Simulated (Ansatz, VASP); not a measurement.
## Two plane-wave programs on Sn

```
Sn
1.0
    -1.85637    1.85637    1.89762
     1.85637   -1.85637    1.89762
     1.85637    1.85637   -1.89762
Sn
1
Direct
  0.50000 0.50000 0.00000
```

Alike in both runs: task relaxation of cell and atoms; functional PBEsol; k mesh 20 × 20 × 20; occupations gaussian, width 0.1 eV; no spin polarisation.

|  | VASP | Ansatz |
| --- | --- | --- |
| version | VASP 6.6.1 | Ansatz 0.2.0 |
| potentials or method | VASP PAW PBE potentials, release 64 (Sn_d), cutoff 600 eV | scalar-relativistic, plane waves, PAW |
| valence electrons in the cell | 14 | 14 |

|  | VASP | Ansatz | Ansatz less VASP |
| --- | --- | --- | --- |
| gap on the k mesh at the Fermi level, each at its own relaxed structure (eV) | none | none | - |
| relaxed volume (Å³/atom) | 26.06 | 26.20 | +0.139 |
| relaxed cell length with the largest relative difference (Å) | 3.235 | 3.252 | +0.0173 |

VASP's potentials were made for PBE, not for PBEsol. A gap of «none» marks a metal or a gap that the smearing closes.
